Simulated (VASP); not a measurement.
# CuI (I-4m2) in VASP: single point with r2SCAN

Aim: the single point of CuI with r2SCAN.

Everything below comes from runs of VASP 6.6.1. Logs are shortened: lines on timing, memory, paths and dates and some standing lists are left out, and cuts for length are marked.

## Step 1: The cell of the first run

Symmetry: I-4m2, No. 119, tetragonal system. The conventional cell has a = 4.218 Å, b = 4.218 Å, c = 6.263 Å, α = 90.00°, β = 90.00°, γ = 90.00°. Cu (site symmetry -4m2) has 4 I at 2.63 Å within 3.5 Å. Within 3.5 Å of I (site symmetry -4m2) lie 4 Cu at 2.63 Å.

## Step 2: Single point, r2SCAN

Contents of POSCAR:

```
CuI
1.0
    0.0000000000      2.9825962870      3.1317261014
    2.9825962870      0.0000000000      3.1317261014
    2.9825962870      2.9825962870      0.0000000000
Cu I
1 1
Direct
    0.7500000000      0.7500000000      0.7500000000
    0.0000000000      0.0000000000      0.0000000000
```

Contents of INCAR.step1:

```
SYSTEM = CuI
PREC = Accurate
ENCUT = 520
ISMEAR = 0
SIGMA = 0.05
LREAL = .FALSE.
LASPH = .TRUE.
NELM = 80
NBANDS = 16
GGA = PE
ALGO = Normal
EDIFF = 1E-4
LWAVE = .TRUE.
LCHARG = .FALSE.
```

Contents of INCAR.step2:

```
SYSTEM = CuI
PREC = Accurate
ENCUT = 520
EDIFF = 1E-6
ISMEAR = 0
SIGMA = 0.05
LREAL = .FALSE.
LASPH = .TRUE.
NELM = 80
ALGO = Normal
ISIF = 2
LWAVE = .FALSE.
LCHARG = .FALSE.
METAGGA = R2SCAN
LMIXTAU = .TRUE.
NBANDS = 16
ISTART = 1
```

Contents of KPOINTS:

```
regular mesh
0
G
  8 8 8
  0 0 0
```

Potentials or basis: VASP PAW PBE potentials, release 64 (Cu, I).

Launch:

```sh
$ cat potpaw_PBE.64/Cu/POTCAR potpaw_PBE.64/I/POTCAR > POTCAR
$ cp INCAR.step1 INCAR
$ mpirun -np 1 vasp_std > vasp.out
$ cp INCAR.step2 INCAR
$ mpirun -np 1 vasp_std > vasp.out
```

OUTCAR:

```text
SYSTEM = CuI
   PREC = Accurate
   ENCUT = 520
   EDIFF = 1E-6
   ISMEAR = 0
   LREAL = .FALSE.
   LASPH = .TRUE.
   NELM = 80
   ISIF = 2
   METAGGA = R2SCAN
   ISTART = 1

 ion  position               nearest neighbor table
   1  0.750  0.750  0.750-   2 2.63   2 2.63   2 2.63   2 2.63
   2  0.000  0.000  0.000-   1 2.63   1 2.63   1 2.63   1 2.63

  LATTYP: Found a body centered tetragonal cell.
 ALAT       =     4.2180281202
 C/A-ratio  =     1.4849242405

  Lattice vectors:

 A1 = (  -2.9825962870,   0.0000000000,   3.1317261014)
 A2 = (   2.9825962870,   0.0000000000,   3.1317261014)
 A3 = (   0.0000000000,   2.9825962870,  -3.1317261014)

Analysis of symmetry for initial positions (statically):
=====================================================================
 Subroutine PRICEL returns:
 Original cell was already a primitive cell.

 Routine SETGRP: Setting up the symmetry group for a
 body centered tetragonal supercell.

 Subroutine GETGRP returns: Found  8 space group operations
 (whereof  8 operations were pure point group operations)
 out of a pool of 16 trial point group operations.

The static configuration has the point symmetry D_2d.

Analysis of symmetry for dynamics (positions and initial velocities):
=====================================================================
 Subroutine PRICEL returns:
 Original cell was already a primitive cell.

 Routine SETGRP: Setting up the symmetry group for a
 body centered tetragonal supercell.

 Subroutine GETGRP returns: Found  8 space group operations
 (whereof  8 operations were pure point group operations)
 out of a pool of 16 trial point group operations.

The dynamic configuration has the point symmetry D_2d.

 Subroutine INISYM returns: Found  8 space group operations
 (whereof  8 operations are pure point group operations),
 and found     1 'primitive' translations

----------------------------------------------------------------------------------------

                                     Primitive cell

  volume of cell :      55.7189

  direct lattice vectors                    reciprocal lattice vectors
     0.000000000  2.982596287  3.131726101    -0.167639181  0.167639181  0.159656363
     2.982596287  0.000000000  3.131726101     0.167639181 -0.167639181  0.159656363
     2.982596287  2.982596287  0.000000000     0.167639181  0.167639181 -0.159656363

  length of vectors
     4.324764616  4.324764616  4.218028120     0.285825024  0.285825024  0.285825024

  position of ions in fractional coordinates (direct lattice)
     0.750000000  0.750000000  0.750000000
     0.000000000  0.000000000  0.000000000

  ion indices of the primitive-cell ions
   primitive index   ion index
                 1           1
                 2           2

----------------------------------------------------------------------------------------

 KPOINTS: regular mesh

Automatic generation of k-mesh.
 Grid dimensions read from file:
 generate k-points for:    8    8    8

 Generating k-lattice:

  Cartesian coordinates                     Fractional coordinates (reciprocal lattice)
    -0.020954898  0.020954898  0.019957045     0.125000000  0.000000000  0.000000000
     0.020954898 -0.020954898  0.019957045     0.000000000  0.125000000  0.000000000
     0.020954898  0.020954898 -0.019957045     0.000000000  0.000000000  0.125000000

  Length of vectors
     0.035728128  0.035728128  0.035728128

  Shift w.r.t. Gamma in fractional coordinates (k-lattice)
     0.000000000  0.000000000  0.000000000

 Subroutine IBZKPT returns following result:
 ===========================================

 Found     59 irreducible k-points:

 Following reciprocal coordinates:
            Coordinates               Weight
  0.000000  0.000000  0.000000      1.000000
  0.125000  0.000000  0.000000      8.000000
  0.250000  0.000000  0.000000      8.000000
  0.375000 -0.000000  0.000000      8.000000
  0.500000  0.000000  0.000000      4.000000
  0.125000  0.125000  0.000000      2.000000
[... 16 lines left out ...]
  0.250000 -0.000000  0.125000     16.000000
  0.375000 -0.000000  0.125000     16.000000
 [... further k-points ...]
   k-points           NKPTS =     59   k-points in BZ     NKDIM =     59   number of bands    NBANDS=     16
   number of dos      NEDOS =    301   number of ions     NIONS =      2
   total plane-waves  NPLWV =  32768
   dimension x,y,z NGX =    32 NGY =   32 NGZ =   32
   dimension x,y,z NGXF=    64 NGYF=   64 NGZF=   64
   ions per type =               1   1
   NGX,Y,Z   is equivalent  to a cutoff of  12.30, 12.30, 12.61 a.u.
   NGXF,Y,Z  is equivalent  to a cutoff of  24.60, 24.60, 25.22 a.u.
 SYSTEM =  CuI
   PREC   = accura    normal or accurate (medium, high low for compatibility)
   ISTART =      1    job   : 0-new  1-cont  2-samecut
   ICHARG =      0    charge: 1-file 2-atom 10-const
   ISPIN  =      1    spin polarized calculation?
   LNONCOLLINEAR =      F non collinear calculations
   LSORBIT =      F    spin-orbit coupling
   LASPH  =      T    aspherical Exc in radial PAW
   ENCUT  =  520.0 eV  38.22 Ry    6.18 a.u.   8.04  8.04  7.84*2*pi/ulx,y,z
   NELM   =     80;   NELMIN=  2; NELMDL=  0     # of ELM steps
   EDIFF  = 0.1E-05   stopping-criterion for ELM
   LREAL  =      F    real-space projection
   EDIFFG = 0.1E-04   stopping-criterion for IOM
   NSW    =      0    number of steps for IOM
   IBRION =     -1    ionic relax: 0-MD 1-quasi-New 2-CG
   NFREE  =      0    steps in history (QN), initial steepest desc. (CG)
   ISIF   =      2    stress and relaxation
   ISYM   =      2    0-nonsym 1-usesym 2-fastsym
   POTIM  = 0.5000    time-step for ionic-motion
   TEBEG  =    0.0;   TEEND  =   0.0 temperature during run
   PSTRESS=    0.0 pullay stress
   NELECT =      18.0000    total number of electrons
   NUPDOWN=      -1.0000    fix difference up-down
   EMIN   =  10.00;   EMAX   =-10.00  energy-range for DOS
   EFERMI =   0.00;   METHOD = LEGACY
   ISMEAR =     0;   SIGMA  =   0.05  broadening in eV -4-tet -1-fermi 0-gaus
   EFERMI_NEDOS =   21; number of points for ismear=-14 and -15
   IALGO  =     38    algorithm
   IMIX   =      4    mixing-type and parameters
     AMIX     =   0.40;   BMIX     =  1.00
     AMIX_MAG =   1.60;   BMIX_MAG =  1.00
  volume/ion in A,a.u.               =      27.86       188.00
  Fermi-wavevector in a.u.,A,eV,Ry     =   1.123306  2.122741 17.168055  1.261816
  Thomas-Fermi vector in A             =   2.259971
   LORBIT       =      0    0 simple, 1 ext, 2 COOP (PROOUT), +10 PAW based schemes
   METAGGA = R2SCAN    functional components
   LHFCALC =     F    Hartree Fock is set to
   AEXX    =    0.0000 exact exchange contribution
   IVDW    =     0    specifies the selected vdW correction
   LEPSILON=     F    determine dielectric tensor
   LRPA    =     F    only Hartree local field effects (RPA)
 non-spin polarized calculation
 Gauss-broadening in eV      SIGMA  =   0.05
  energy-cutoff  :      520.00
  volume of cell :       55.72
 maximum number of plane-waves:      1516
   NGX = 17   NGY = 17   NGZ = 15

 number of electron      18.0000022 magnetization

 Free energy of the ion-electron system (eV)
  ---------------------------------------------------
  ext. energy  EPLUGINS =         0.00000000
  ---------------------------------------------------
  free energy    TOTEN  =       -35.78731327 eV

  energy without entropy =      -35.78731327  energy(sigma->0) =      -35.78731327

 E-fermi :   4.4793     XC(G=0):  -9.4507

 val. band max:        4.2813442235   @ k =   0.0000   0.0000   0.0000
 cond. band min:       5.8653065290   @ k =   0.0000   0.0000   0.0000
 fundamental gap:      1.5839623055
 Fermi energy:         4.4793320373

 k-point     1 :       0.0000    0.0000    0.0000
  band No.  band energies     occupation
      1     -10.2623      2.00000
      2       0.4215      2.00000
      3       0.4898      2.00000
      4       0.4898      2.00000
      5       2.4059      2.00000
      6       2.4464      2.00000
[... 8 lines left out ...]
     15      13.8428      0.00000
     16      14.6189      0.00000

 k-point     2 :       0.1250    0.0000    0.0000
  band No.  band energies     occupation
      1     -10.1862      2.00000
      2       0.1647      2.00000
      3       0.4425      2.00000
      4       0.5031      2.00000
      5       2.4024      2.00000
      6       2.4380      2.00000
[... 8 lines left out ...]
     15      13.7380      0.00000
     16      13.8427      0.00000

 k-point     3 :       0.2500    0.0000    0.0000
  band No.  band energies     occupation
      1      -9.9911      2.00000
      2      -0.5494      2.00000
      3       0.4243      2.00000
      4       0.5337      2.00000
      5       2.4071      2.00000
      6       2.4281      2.00000
[... 8 lines left out ...]
     15      13.4810      0.00000
     16      13.7455      0.00000

 k-point     4 :       0.3750   -0.0000    0.0000
  band No.  band energies     occupation
      1      -9.7769      2.00000
      2      -1.2465      2.00000
      3       0.4022      2.00000
      4       0.5611      2.00000
      5       2.4363      2.00000
      6       2.4383      2.00000
[... 8 lines left out ...]
     15      14.2967      0.00000
     16      14.4894      0.00000

 k-point     5 :       0.5000    0.0000    0.0000
  band No.  band energies     occupation
      1      -9.6814      2.00000
      2      -1.5301      2.00000
      3       0.3914      2.00000
      4       0.5713      2.00000
      5       2.4509      2.00000
      6       2.4537      2.00000
[... 8 lines left out ...]
     15      15.4739      0.00000
     16      15.7885      0.00000

 k-point     6 :       0.1250    0.1250    0.0000
  band No.  band energies     occupation
      1     -10.1676      2.00000
      2       0.0902      2.00000
      3       0.4835      2.00000
      4       0.4835      2.00000
      5       2.3731      2.00000
      6       2.4572      2.00000
[... 8 lines left out ...]
     15      13.9750      0.00000
     16      14.7633      0.00000

 k-point     7 :       0.2500    0.1250    0.0000
  band No.  band energies     occupation
      1     -10.0168      2.00000
      2      -0.3941      2.00000
      3       0.4328      2.00000
      4       0.4920      2.00000
      5       2.3535      2.00000
      6       2.4620      2.00000
[... 8 lines left out ...]
     15      14.4684      0.00000
     16      14.8681      0.00000

 k-point     8 :       0.3750    0.1250    0.0000
  band No.  band energies     occupation
      1      -9.8068      2.00000
      2      -1.0132      2.00000
      3       0.3113      2.00000
      4       0.5213      2.00000
      5       2.3746      2.00000
      6       2.4646      2.00000
[... 8 lines left out ...]
     15      14.4756      0.00000
     16      14.9057      0.00000

 k-point     9 :       0.5000    0.1250    0.0000
  band No.  band energies     occupation
      1      -9.6619      2.00000
      2      -1.4028      2.00000
      3       0.1902      2.00000
      4       0.5559      2.00000
      5       2.4094      2.00000
      6       2.4551      2.00000
[... 8 lines left out ...]
     15      15.1809      0.00000
     16      15.5433      0.00000
[... 172 lines left out ...]
 k-point    19 :       0.5000    0.3750    0.0000
  band No.  band energies     occupation
      1      -9.5579      2.00000
      2      -1.4548      2.00000
      3       0.2239      2.00000
      4       0.4781      2.00000
      5       2.3215      2.00000
      6       2.4918      2.00000
[... 8 lines left out ...]
     15      16.0624      0.00000
     16      16.9956      0.00000

 k-point    20 :      -0.3750    0.3750    0.0000
  band No.  band energies     occupation
      1      -9.5279      2.00000
      2      -1.2640      2.00000
      3      -0.3020      2.00000
      4       0.5192      2.00000
      5       2.2825      2.00000
      6       2.4510      2.00000
[... 8 lines left out ...]
     15      14.8551      0.00000
     16      17.9311      0.00000

 k-point    21 :       0.5000    0.5000    0.0000
  band No.  band energies     occupation
      1      -9.5341      2.00000
      2      -1.6053      2.00000
      3       0.4613      2.00000
      4       0.4613      2.00000
      5       2.3589      2.00000
      6       2.4693      2.00000
[... 8 lines left out ...]
     15      16.1211      0.00000
     16      16.8682      0.00000

 k-point    22 :       0.1250    0.0000    0.1250
  band No.  band energies     occupation
      1     -10.1574      2.00000
      2       0.1555      2.00000
      3       0.3928      2.00000
      4       0.4620      2.00000
      5       2.3997      2.00000
      6       2.4360      2.00000
[... 8 lines left out ...]
     15      14.0692      0.00000
     16      14.2858      0.00000

 k-point    23 :       0.2500   -0.0000    0.1250
  band No.  band energies     occupation
      1      -9.9988      2.00000
      2      -0.3733      2.00000
      3       0.3740      2.00000
      4       0.4548      2.00000
      5       2.3809      2.00000
      6       2.4439      2.00000
[... 8 lines left out ...]
     15      14.0945      0.00000
     16      14.9473      0.00000

 k-point    24 :       0.3750   -0.0000    0.1250
  band No.  band energies     occupation
      1      -9.7879      2.00000
      2      -1.0247      2.00000
      3       0.3328      2.00000
      4       0.4449      2.00000
      5       2.3908      2.00000
      6       2.4596      2.00000
[... 8 lines left out ...]
     15      14.5083      0.00000
     16      15.0639      0.00000

 [... further k-points ...]
[... 5 lines left out ...]
  --------------------------------------------------------------------------------------
  -------------------------------------------------------------------------------------
  Total       -0.2003625     -0.2003625     -0.5408218      0.0000000      0.0000000      0.0000000
  in kB       -5.7613494     -5.7613494    -15.5511345      0.0000000      0.0000000      0.0000000
  external PRESSURE =      -9.0246111 kB  Pullay stress =       0.0000000 kB

 VOLUME and BASIS-vectors are now :
 -----------------------------------------------------------------------------
  energy-cutoff  :      520.00
  volume of cell :       55.72
      direct lattice vectors                 reciprocal lattice vectors
     0.000000000  2.982596287  3.131726101    -0.167639181  0.167639181  0.159656363
     2.982596287  0.000000000  3.131726101     0.167639181 -0.167639181  0.159656363
     2.982596287  2.982596287  0.000000000     0.167639181  0.167639181 -0.159656363

 POSITION                                       TOTAL-FORCE (eV/Angst)
 -----------------------------------------------------------------------------------
      4.47389      4.47389      4.69759         0.000000      0.000000     -0.000000
      0.00000      0.00000      0.00000        -0.000000     -0.000000      0.000000
 -----------------------------------------------------------------------------------
    total drift:                                0.000003      0.000003      0.000030

  FREE ENERGIE OF THE ION-ELECTRON SYSTEM (eV)
  ---------------------------------------------------
  free  energy   TOTEN  =       -35.7873132659 eV

  energy  without entropy=      -35.7873132659  energy(sigma->0) =      -35.78731327
```

Run time: 81 s. Hardware: 1 thread of Intel Xeon Platinum 8559C (Emerald Rapids), shared host; peak memory 0.22 GiB.

What came out:

| Item | Value |
| --- | --- |
| Free energy | -35.7873 eV |
| Pressure | -0.9 GPa |
| Band gap on the k mesh | 1.58 eV, direct |

Stress tensor (GPa, compression positive):
```
-0.58  0.00  0.00
 0.00 -0.58  0.00
 0.00  0.00 -1.56
```

Caveat: the PAW data sets were made with another functional, which shifts forces and pressure a little; spin-orbit coupling is left out, which moves the levels of the heavy elements.
